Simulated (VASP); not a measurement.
# ScNb (P-6m2) in VASP: a series of runs

Aim: see how the results for ScNb move with the level of theory and the settings. Levels: PBEsol, PBEsol+D3(BJ), PBEsol+D4. Tasks: relaxation of cell and atoms.

Everything below comes from runs of VASP 6.6.1. Logs are shortened: lines on timing, memory, paths and dates and some standing lists are left out, and cuts for length are marked.

### Step 1. The cell of the first run

Symmetry: P-6m2, No. 187, hexagonal system. Conventional cell: a = 3.066 Å, b = 3.066 Å, c = 5.072 Å, α = 90.00°, β = 90.00°, γ = 120.00°. Nb (site symmetry -6m2) has 6 Nb at 3.07 Å and 6 Sc at 3.09 Å within 4.0 Å. Within 4.0 Å of Sc (site symmetry -6m2) lie 6 Sc at 3.07 Å and 6 Nb at 3.09 Å.

### Step 2. Relaxation of cell and atoms, PBEsol

The input, INCAR:

```
PREC = Accurate
ENCUT = 600
EDIFF = 1E-7
ISMEAR = -1
SIGMA = 0.05
LREAL = False
LASPH = True
NELM = 100
ALGO = Normal
ISIF = 3
LWAVE = False
LCHARG = False
GGA = PS
IBRION = 2
NSW = 60
EDIFFG = -0.01
```

The input, KPOINTS:

```
Automatic mesh
0
Gamma
  10 10 5
```

The input, POSCAR:

```
ScNb
1.0
    3.0656443612      0.0000000000      0.0000000000
   -1.5328221806      2.6549258957      0.0000000000
    0.0000000000      0.0000000000      5.0721940000
Nb Sc
1 1
Direct
    0.3333333333      0.6666666667      0.5000000000
    0.0000000000      0.0000000000      0.0000000000
```

Potentials or basis: VASP PAW PBE potentials, release 64 (Nb_sv, Sc_sv).

On the command line:

```bash
> cat potpaw_PBE.64/Nb_sv/POTCAR potpaw_PBE.64/Sc_sv/POTCAR > POTCAR
> mpirun -np 1 vasp_std > vasp.out
```

OUTCAR:

```text
PREC = Accurate
   ENCUT = 600
   EDIFF = 1E-7
   ISMEAR = -1
   LREAL = False
   LASPH = True
   NELM = 100
   ISIF = 3
   GGA = PS
   IBRION = 2
   NSW = 60
   EDIFFG = -0.01

 ion  position               nearest neighbor table
   1  0.333  0.667  0.500-   2 3.09   2 3.09   2 3.09   2 3.09   2 3.09   2 3.09
   2  0.000  0.000  0.000-   1 3.09   1 3.09   1 3.09   1 3.09   1 3.09   1 3.09

  LATTYP: Found a hexagonal cell.
 ALAT       =     3.0656443612
 C/A-ratio  =     1.6545278585

  Lattice vectors:

 A1 = (   3.0656443612,   0.0000000000,   0.0000000000)
 A2 = (  -1.5328221806,   2.6549258957,   0.0000000000)
 A3 = (   0.0000000000,   0.0000000000,   5.0721940000)

Analysis of symmetry for initial positions (statically):
=====================================================================
 Subroutine PRICEL returns:
 Original cell was already a primitive cell.

 Routine SETGRP: Setting up the symmetry group for a
 hexagonal supercell.

 Subroutine GETGRP returns: Found 12 space group operations
 (whereof 12 operations were pure point group operations)
 out of a pool of 24 trial point group operations.

The static configuration has the point symmetry D_3h.

Analysis of symmetry for dynamics (positions and initial velocities):
=====================================================================
 Subroutine PRICEL returns:
 Original cell was already a primitive cell.

 Routine SETGRP: Setting up the symmetry group for a
 hexagonal supercell.

 Subroutine GETGRP returns: Found 12 space group operations
 (whereof 12 operations were pure point group operations)
 out of a pool of 24 trial point group operations.

The dynamic configuration has the point symmetry D_3h.

 Subroutine INISYM returns: Found 12 space group operations
 (whereof 12 operations are pure point group operations),
 and found     1 'primitive' translations

----------------------------------------------------------------------------------------

                                     Primitive cell

  volume of cell :      41.2829

  direct lattice vectors                    reciprocal lattice vectors
     3.065644361  0.000000000  0.000000000     0.326195697  0.188329174  0.000000000
    -1.532822181  2.654925896  0.000000000     0.000000000  0.376658347  0.000000000
     0.000000000  0.000000000  5.072194000     0.000000000  0.000000000  0.197153342

  length of vectors
     3.065644361  3.065644361  5.072194000     0.376658347  0.376658347  0.197153342

  position of ions in fractional coordinates (direct lattice)
     0.333333333  0.666666667  0.500000000
     0.000000000  0.000000000  0.000000000

  ion indices of the primitive-cell ions
   primitive index   ion index
                 1           1
                 2           2

----------------------------------------------------------------------------------------

 KPOINTS: Automatic mesh

Automatic generation of k-mesh.
 Grid dimensions read from file:
 generate k-points for:   10   10    5

 Generating k-lattice:

  Cartesian coordinates                     Fractional coordinates (reciprocal lattice)
     0.032619570  0.018832917  0.000000000     0.100000000  0.000000000  0.000000000
     0.000000000  0.037665835  0.000000000     0.000000000  0.100000000  0.000000000
     0.000000000  0.000000000  0.039430668     0.000000000  0.000000000  0.200000000

  Length of vectors
     0.037665835  0.037665835  0.039430668

  Shift w.r.t. Gamma in fractional coordinates (k-lattice)
     0.000000000  0.000000000  0.000000000

 Subroutine IBZKPT returns following result:
 ===========================================

 Found     42 irreducible k-points:

 Following reciprocal coordinates:
            Coordinates               Weight
  0.000000  0.000000  0.000000      1.000000
  0.100000 -0.000000  0.000000      6.000000
  0.200000 -0.000000  0.000000      6.000000
  0.300000 -0.000000  0.000000      6.000000
  0.400000 -0.000000  0.000000      6.000000
  0.500000 -0.000000  0.000000      3.000000
[... 16 lines left out ...]
  0.300000  0.100000  0.200000     24.000000
  0.400000  0.100000  0.200000     24.000000
 [... further k-points ...]
   k-points           NKPTS =     42   k-points in BZ     NKDIM =     42   number of bands    NBANDS=     16
   number of dos      NEDOS =    301   number of ions     NIONS =      2
   total plane-waves  NPLWV =  24192
   dimension x,y,z NGX =    24 NGY =   24 NGZ =   42
   dimension x,y,z NGXF=    48 NGYF=   48 NGZF=   84
   ions per type =               1   1
   NGX,Y,Z   is equivalent  to a cutoff of  13.01, 13.01, 13.77 a.u.
   NGXF,Y,Z  is equivalent  to a cutoff of  26.03, 26.03, 27.53 a.u.
 SYSTEM =  unknown system
   PREC   = accura    normal or accurate (medium, high low for compatibility)
   ISTART =      0    job   : 0-new  1-cont  2-samecut
   ICHARG =      2    charge: 1-file 2-atom 10-const
   ISPIN  =      1    spin polarized calculation?
   LNONCOLLINEAR =      F non collinear calculations
   LSORBIT =      F    spin-orbit coupling
   LASPH  =      T    aspherical Exc in radial PAW
   ENCUT  =  600.0 eV  44.10 Ry    6.64 a.u.   6.12  6.12 10.13*2*pi/ulx,y,z
   NELM   =    100;   NELMIN=  2; NELMDL= -5     # of ELM steps
   EDIFF  = 0.1E-06   stopping-criterion for ELM
   LREAL  =      F    real-space projection
   EDIFFG = -.1E-01   stopping-criterion for IOM
   NSW    =     60    number of steps for IOM
   IBRION =      2    ionic relax: 0-MD 1-quasi-New 2-CG
   NFREE  =      1    steps in history (QN), initial steepest desc. (CG)
   ISIF   =      3    stress and relaxation
   ISYM   =      2    0-nonsym 1-usesym 2-fastsym
   POTIM  = 0.5000    time-step for ionic-motion
   TEBEG  =    0.0;   TEEND  =   0.0 temperature during run
   PSTRESS=    0.0 pullay stress
   NELECT =      24.0000    total number of electrons
   NUPDOWN=      -1.0000    fix difference up-down
   EMIN   =  10.00;   EMAX   =-10.00  energy-range for DOS
   EFERMI =   0.00;   METHOD = LEGACY
   ISMEAR =    -1;   SIGMA  =   0.05  broadening in eV -4-tet -1-fermi 0-gaus
   EFERMI_NEDOS =   21; number of points for ismear=-14 and -15
   IALGO  =     38    algorithm
   IMIX   =      4    mixing-type and parameters
     AMIX     =   0.40;   BMIX     =  1.00
     AMIX_MAG =   1.60;   BMIX_MAG =  1.00
  volume/ion in A,a.u.               =      20.64       139.30
  Fermi-wavevector in a.u.,A,eV,Ry     =   1.366329  2.581987 25.400097  1.866854
  Thomas-Fermi vector in A             =   2.492479
   LORBIT       =      0    0 simple, 1 ext, 2 COOP (PROOUT), +10 PAW based schemes
   GGA     = PS    functional components
   LHFCALC =     F    Hartree Fock is set to
   AEXX    =    0.0000 exact exchange contribution
   IVDW    =     0    specifies the selected vdW correction
   LEPSILON=     F    determine dielectric tensor
   LRPA    =     F    only Hartree local field effects (RPA)
 conjugate gradient relaxation of ions
 non-spin polarized calculation
  energy-cutoff  :      600.00
  volume of cell :       41.28
 maximum number of plane-waves:      1394
   NGX = 13   NGY = 13   NGZ = 21

--------------------------------------- Ionic step        1  -------------------------------------------

 number of electron      23.9999998 magnetization

 Free energy of the ion-electron system (eV)
  ---------------------------------------------------
  ext. energy  EPLUGINS =         0.00000000
  ---------------------------------------------------
  free energy    TOTEN  =       -17.10980026 eV

  energy without entropy =      -17.09152354  energy(sigma->0) =      -17.10066190

------------------------ aborting loop because EDIFF is reached ----------------------------------------

  FORCE on cell =-STRESS in cart. coord.  units (eV):
  Direction    XX          YY          ZZ          XY          YZ          ZX
  --------------------------------------------------------------------------------------
  -------------------------------------------------------------------------------------
  Total       -1.0199534     -1.0199534     -1.1062342      0.0000000      0.0000000      0.0000000
  in kB      -39.5841094    -39.5841094    -42.9326444      0.0000000      0.0000000      0.0000000
  external PRESSURE =     -40.7002878 kB  Pullay stress =       0.0000000 kB

 VOLUME and BASIS-vectors are now :
 -----------------------------------------------------------------------------
  energy-cutoff  :      600.00
  volume of cell :       41.28
      direct lattice vectors                 reciprocal lattice vectors
     3.065644361  0.000000000  0.000000000     0.326195697  0.188329174  0.000000000
    -1.532822181  2.654925896  0.000000000     0.000000000  0.376658347  0.000000000
     0.000000000  0.000000000  5.072194000     0.000000000  0.000000000  0.197153342
[... 37 lines left out ...]
 POSITION                                       TOTAL-FORCE (eV/Angst)
 -----------------------------------------------------------------------------------
     -0.00000      1.72641      2.46842         0.000000     -0.000000      0.000000
      2.99022      0.00000      0.00000        -0.000000      0.000000      0.000000
 -----------------------------------------------------------------------------------
    total drift:                                0.000000     -0.000000     -0.000000

  FREE ENERGIE OF THE ION-ELECTRON SYSTEM (eV)
  ---------------------------------------------------
  free  energy   TOTEN  =       -17.1131097935 eV

  energy  without entropy=      -17.0941945817  energy(sigma->0) =      -17.10365219

--------------------------------------- Ionic step        3  -------------------------------------------

 number of electron      23.9999998 magnetization

 Free energy of the ion-electron system (eV)
  ---------------------------------------------------
  ext. energy  EPLUGINS =         0.00000000
  ---------------------------------------------------
  free energy    TOTEN  =       -17.13112888 eV

  energy without entropy =      -17.11247221  energy(sigma->0) =      -17.12180055

 E-fermi :   7.4491     XC(G=0): -11.5318

 val. band max:        7.4349273179   @ k =   0.3000   0.2000   0.4000
 cond. band min:       7.4545206608   @ k =   0.4000   0.2000   0.0000
 fundamental gap:      0.0195933430
 Fermi energy:         7.4491110619

 k-point     1 :       0.0000    0.0000    0.0000
  band No.  band energies     occupation
      1     -47.0782      2.00000
      2     -41.2287      2.00000
      3     -23.2811      2.00000
      4     -22.6883      2.00000
      5     -22.6883      2.00000
      6     -19.9288      2.00000
[... 8 lines left out ...]
     15       9.6127      0.00000
     16       9.6127      0.00000
[... 419 lines left out ...]
 k-point    24 :       0.4000    0.1000    0.2000
  band No.  band energies     occupation
      1     -46.9695      2.00000
      2     -41.1262      2.00000
      3     -23.4459      2.00000
      4     -23.1180      2.00000
      5     -22.9203      2.00000
      6     -20.2494      2.00000
[... 8 lines left out ...]
     15       9.1610      0.00000
     16      11.4167      0.00000

 [... further k-points ...]

------------------------ aborting loop because EDIFF is reached ----------------------------------------

  FORCE on cell =-STRESS in cart. coord.  units (eV):
  Direction    XX          YY          ZZ          XY          YZ          ZX
  --------------------------------------------------------------------------------------
  -------------------------------------------------------------------------------------
  Total       -0.0017160     -0.0017160     -0.0162599      0.0000000      0.0000000     -0.0000000
  in kB       -0.0693210     -0.0693210     -0.6568547      0.0000000      0.0000000     -0.0000000
  external PRESSURE =      -0.2651655 kB  Pullay stress =       0.0000000 kB

 VOLUME and BASIS-vectors are now :
 -----------------------------------------------------------------------------
  energy-cutoff  :      600.00
  volume of cell :       39.66
      direct lattice vectors                 reciprocal lattice vectors
     3.026066906  0.000000000  0.000000000     0.330461960  0.190792301 -0.000000000
    -1.513033453  2.620650814 -0.000000000    -0.000000000  0.381584603 -0.000000000
     0.000000000  0.000000000  5.001172685    -0.000000000  0.000000000  0.199953104

 POSITION                                       TOTAL-FORCE (eV/Angst)
 -----------------------------------------------------------------------------------
     -0.00000      1.74710      2.50059        -0.000000      0.000000      0.000000
      0.00000      0.00000      5.00117         0.000000     -0.000000     -0.000000
 -----------------------------------------------------------------------------------
    total drift:                                0.000000     -0.000000     -0.000000

  FREE ENERGIE OF THE ION-ELECTRON SYSTEM (eV)
  ---------------------------------------------------
  free  energy   TOTEN  =       -17.1311288797 eV

  energy  without entropy=      -17.1124722128  energy(sigma->0) =      -17.12180055

 reached required accuracy - stopping structural energy minimisation
```

Run time: 43 s. Hardware: 1 thread of Intel Xeon Platinum 8488C (Sapphire Rapids), shared host; peak memory 0.19 GiB.

Results:

```
Free energy                           : -17.1311 eV
Relaxed volume                        : 19.83 Å³/atom
Relaxed cell                          : a = 3.026 Å, b = 3.026 Å, c = 5.001 Å, α = 90.00°, β = 90.00°, γ = 120.00°
Space group after relaxing (to 0.1 Å) : P-6m2 (No. 187)
Energy gained by relaxing             : 10.7 meV/atom
Ionic steps                           : 3
Pressure after relaxing               : 0.0 GPa
Band gap on the k mesh                : zero (bands 12 and 13 overlap by 0.88 eV)
```

Step by step:
| step | energy change (eV) | largest force (eV/Å) | pressure (GPa) | volume (Å³) |
| --- | --- | --- | --- | --- |
| 1 | 0.0000 | 0.0000 | -4.07 | 41.28 |
| 2 | -0.0033 | 0.0000 | 4.15 | 38.23 |
| 3 | -0.0213 | 0.0000 | -0.03 | 39.66 |

Final structure:
```
CELL_PARAMETERS angstrom
3.02607 0.00000 0.00000
-1.51303 2.62065 0.00000
0.00000 0.00000 5.00117
ATOMIC_POSITIONS crystal
Nb 0.33333 0.66667 0.50000
Sc 0.00000 0.00000 0.00000
```

Caveat: the PAW data sets were made with another functional, which shifts forces and pressure a little.

### Step 3. Relaxation of cell and atoms, PBEsol+D3(BJ)

The input, INCAR:

```
SYSTEM = ScNb
  PREC = Accurate
  ENCUT = 600
  EDIFF = 1E-6
  ISMEAR = -1
  SIGMA = 0.05
  LREAL = .False.
  LASPH = .True.
  NELM = 80
  ALGO = Fast
  ISIF = 3
  LWAVE = .False.
  LCHARG = .False.
  GGA = PS
  IVDW = 12
  IBRION = 2
  NSW = 60
  EDIFFG = -0.01
```

The input, KPOINTS:

```
regular mesh
0
Gamma
  10 10 5
  0 0 0
```

POSCAR is that of step 2.

Potentials or basis: VASP PAW PBE potentials, release 64 (Nb_sv, Sc_sv).

On the command line:

```bash
> cat potpaw_PBE.64/Nb_sv/POTCAR potpaw_PBE.64/Sc_sv/POTCAR > POTCAR
> mpirun -np 1 vasp_std > vasp.out
```

Wall time 2.6 min (1 thread of Intel Xeon Platinum 8488C (Sapphire Rapids), shared host); peak memory 0.2 GiB.

It converged, with:

- Free energy: -18.3308 eV
- Relaxed volume: 18.95 Å³/atom
- Relaxed cell: a = 2.980 Å, b = 2.980 Å, c = 4.928 Å, α = 90.00°, β = 90.00°, γ = 120.00°
- Space group after relaxing (to 0.1 Å): P-6m2 (No. 187)
- Energy gained by relaxing: 48.1 meV/atom
- Ionic steps: 5
- Pressure after relaxing: -0.1 GPa
- Band gap on the k mesh: zero (bands 12 and 13 overlap by 0.91 eV)
- Dispersion energy per atom: -0.614 eV

Step by step:
```csv
step,energy change (eV),largest force (eV/Å),pressure (GPa),volume (Å³)
1,0.0000,0.0000,-8.49,41.28
2,-0.0151,0.0000,9.79,35.09
3,-0.0961,0.0000,-0.11,37.91
4,-0.0961,0.0000,0.08,37.85
5,-0.0961,0.0000,-0.07,37.89
```

Final structure:
```cif
data_structure
_symmetry_space_group_name_H-M 'P 1'
_symmetry_Int_Tables_number 1
_cell_length_a 2.9799
_cell_length_b 2.9799
_cell_length_c 4.9276
_cell_angle_alpha 90.000
_cell_angle_beta 90.000
_cell_angle_gamma 120.000
_cell_volume 37.89
loop_
_atom_site_label
_atom_site_type_symbol
_atom_site_fract_x
_atom_site_fract_y
_atom_site_fract_z
_atom_site_occupancy
Nb1 Nb 0.33333 0.66667 0.50000 1
Sc1 Sc 0.00000 0.00000 0.00000 1
```

Levels at points of the mesh, in eV from the Fermi level:
```csv
k point,band 10,band 11,band 12,band 13,band 14,band 15
"(0.00, 0.00, 0.00)",-3.05,0.62,0.62,1.10,1.12,2.23
"(0.50, 0.00, 0.00)",-2.29,-1.89,0.02,0.89,1.01,1.73
```

Caveat: the PAW data sets were made with another functional, which shifts forces and pressure a little.

### Step 4. Relaxation of cell and atoms, PBEsol+D4

The input, INCAR:

```
  PREC = Accurate
  ENCUT = 600
  EDIFF = 1E-6
  ISMEAR = -1
  SIGMA = 0.05
  LREAL = F
  LASPH = T
  NELM = 100
  ALGO = Fast
  ISIF = 3
  LWAVE = F
  LCHARG = F
  GGA = PS
  IVDW = 13
  IBRION = 2
  NSW = 60
  EDIFFG = -0.01
```

The input, KPOINTS:

```
regular mesh
0
Gamma
  10 10 5
```

POSCAR is that of step 3.

On the command line:

```bash
> cat potpaw_PBE.64/Nb_sv/POTCAR potpaw_PBE.64/Sc_sv/POTCAR > POTCAR
> mpirun -np 1 vasp_std > vasp.out
```

It took 2 min on 1 thread of Intel Xeon Platinum 8488C (Sapphire Rapids), shared host; peak memory 0.19 GiB.

It converged, with:

| Item | Value |
| --- | --- |
| Free energy | -17.5038 eV |
| Relaxed volume | 19.57 Å³/atom |
| Relaxed cell | a = 3.013 Å, b = 3.013 Å, c = 4.979 Å, α = 90.00°, β = 90.00°, γ = 120.00° |
| Space group after relaxing (to 0.1 Å) | P-6m2 (No. 187) |
| Energy gained by relaxing | 18.9 meV/atom |
| Ionic steps | 3 |
| Pressure after relaxing | 0.0 GPa |
| Band gap on the k mesh | zero (bands 12 and 13 overlap by 0.89 eV) |
| Dispersion energy per atom | -0.187 eV |

The path:
```tsv
step	energy change (eV)	largest force (eV/Å)	pressure (GPa)	volume (Å³)
1	0.0000	0.0000	-5.36	41.28
2	-0.0065	0.0000	5.64	37.29
3	-0.0378	0.0000	-0.04	39.13
```

Final structure:
```yaml
crystal:
  lattice:
    - [3.01266, 0.00000, 0.00000]
    - [-1.50633, 2.60904, 0.00000]
    - [0.00000, 0.00000, 4.97886]
  atoms:
    - { symbol: Nb, position: [0.33333, 0.66667, 0.50000] }
    - { symbol: Sc, position: [0.00000, 0.00000, 0.00000] }
```

Levels at points of the mesh, in eV from the Fermi level:
| k point | band 10 | band 11 | band 12 | band 13 | band 14 | band 15 |
| --- | --- | --- | --- | --- | --- | --- |
| (0.00, 0.00, 0.00) | -2.96 | 0.62 | 0.62 | 1.01 | 1.09 | 2.20 |
| (0.50, 0.00, 0.00) | -2.19 | -1.84 | -0.04 | 0.89 | 0.99 | 1.68 |

Caveat: the PAW data sets were made with another functional, which shifts forces and pressure a little.

### Step 5. The runs side by side

```csv
level,gap on the mesh (eV),pressure (GPa),relaxed volume (Å³/atom)
PBEsol,none,0.0,19.83
PBEsol+D3(BJ),none,-0.1,18.95
PBEsol+D4,none,0.0,19.57
```

Alike in all rows: task relaxation of cell and atoms; potentials or basis VASP PAW PBE potentials, release 64 (Nb_sv, Sc_sv); no spin polarisation; cell relaxed; k mesh 10 × 10 × 5; cutoff (eV) 600; smearing fermi-dirac 0.05 eV.

Caveats: the PAW data sets were made with another functional, which shifts forces and pressure a little.

Total energies depend on the potentials used, so only differences within one code and one set of settings carry meaning.

The gap in the log of VASP goes by the Fermi energy; the results here count the filled bands.